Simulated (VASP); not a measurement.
The system is F.

```
CELL_PARAMETERS angstrom
3.01000 -1.78866 0.18368
3.01000 1.78866 0.18368
-1.19507 0.00000 6.68170
ATOMIC_POSITIONS crystal
F 0.92110 0.58585 0.09400
F 0.41415 0.07890 0.40600
F 0.07890 0.41415 0.90600
F 0.58585 0.92110 0.59400
```

```yaml
Program: VASP 6.6.1
Task: relaxation of cell and atoms
Functional: PBEsol
Potentials_or_basis: VASP PAW PBE potentials, release 64 (F)
Cutoff: 600 eV
k_mesh: 8 × 8 × 4
Occupations: gaussian, width 0.02 eV
Spin: no spin polarisation
```

At the start: pressure 0.4 GPa; volume 18.18 Å³/atom.

Problem. How do energy, volume and symmetry change on relaxing?

Solution. Over 39 steps the energy falls by 7.4 meV/atom and the volume is 14.92 Å³/atom (-17.9 %); space group C2/c (No. 15, to 0.05 Å).

Step by step:
| step | energy change (eV) | largest force (eV/Å) | pressure (GPa) | volume (Å³) |
| --- | --- | --- | --- | --- |
| 1 | 0.0000 | 0.4125 | 0.44 | 72.73 |
| 2 | 0.0475 | 1.2215 | -3.11 | 73.26 |
| 3 | -0.0042 | 0.0125 | -0.41 | 72.84 |
| 4 | -0.0042 | 0.0202 | -0.39 | 72.84 |
| 5 | -0.0052 | 0.0197 | -0.38 | 72.46 |
| 6 | -0.0083 | 0.0205 | -0.38 | 71.33 |
| 7 | -0.0141 | 0.0301 | -0.33 | 69.09 |
| 8 | -0.0228 | 0.0817 | -0.04 | 64.77 |
| 9 | -0.0102 | 0.3246 | 1.67 | 56.66 |
| 10 | -0.0238 | 0.2015 | 0.40 | 62.79 |
| 11 | -0.0244 | 0.1517 | 0.29 | 62.61 |
| 12 | -0.0254 | 0.0212 | -0.03 | 62.09 |
| 13 | -0.0254 | 0.0300 | -0.09 | 61.99 |
| 14 | -0.0254 | 0.0299 | -0.10 | 61.96 |
| 15 | -0.0255 | 0.0306 | -0.09 | 61.88 |
| 16 | -0.0257 | 0.0313 | -0.09 | 61.72 |
| 17 | -0.0260 | 0.0333 | -0.06 | 61.40 |
| 18 | -0.0265 | 0.0366 | -0.03 | 60.76 |
| 19 | -0.0270 | 0.0427 | 0.05 | 59.50 |
| 20 | -0.0271 | 0.1163 | 0.45 | 59.37 |
| 21 | -0.0272 | 0.0486 | 0.26 | 59.43 |
| 22 | -0.0274 | 0.0465 | 0.25 | 59.42 |
| 23 | -0.0279 | 0.0401 | 0.21 | 59.41 |
| 24 | -0.0286 | 0.0272 | 0.16 | 59.39 |
| 25 | -0.0292 | 0.0067 | 0.05 | 59.34 |
| 26 | -0.0292 | 0.0063 | 0.05 | 59.34 |
| 27 | -0.0292 | 0.0159 | 0.00 | 59.37 |
| 28 | -0.0292 | 0.0183 | -0.02 | 59.38 |
| 29 | -0.0293 | 0.0185 | -0.01 | 59.38 |
| 30 | -0.0293 | 0.0185 | -0.02 | 59.41 |
| 31 | -0.0293 | 0.0186 | -0.02 | 59.47 |
| 32 | -0.0294 | 0.0186 | -0.03 | 59.58 |
| 33 | -0.0293 | 0.0202 | -0.05 | 59.79 |
| 34 | -0.0294 | 0.0188 | -0.03 | 59.65 |
| 35 | -0.0294 | 0.0258 | 0.10 | 59.64 |
| 36 | -0.0294 | 0.0018 | 0.02 | 59.65 |
| 37 | -0.0294 | 0.0016 | 0.01 | 59.65 |
| 38 | -0.0294 | 0.0021 | 0.01 | 59.67 |
| 39 | -0.0295 | 0.0048 | 0.00 | 59.69 |

Final structure:
```
CELL_PARAMETERS angstrom
2.76132 -1.66950 0.19788
2.76132 1.66950 0.19788
-1.04803 0.00000 6.39935
ATOMIC_POSITIONS crystal
F 0.91066 0.59485 0.09849
F 0.40515 0.08934 0.40151
F 0.08934 0.40515 0.90151
F 0.59485 0.91066 0.59849
```

Caveat: the volume moved by over 15 % at a fixed basis, so the end points are rough; the PAW data sets were made with another functional, which shifts forces and pressure a little; the volume moved by -18 % from the deposited cell, more than functionals usually miss.
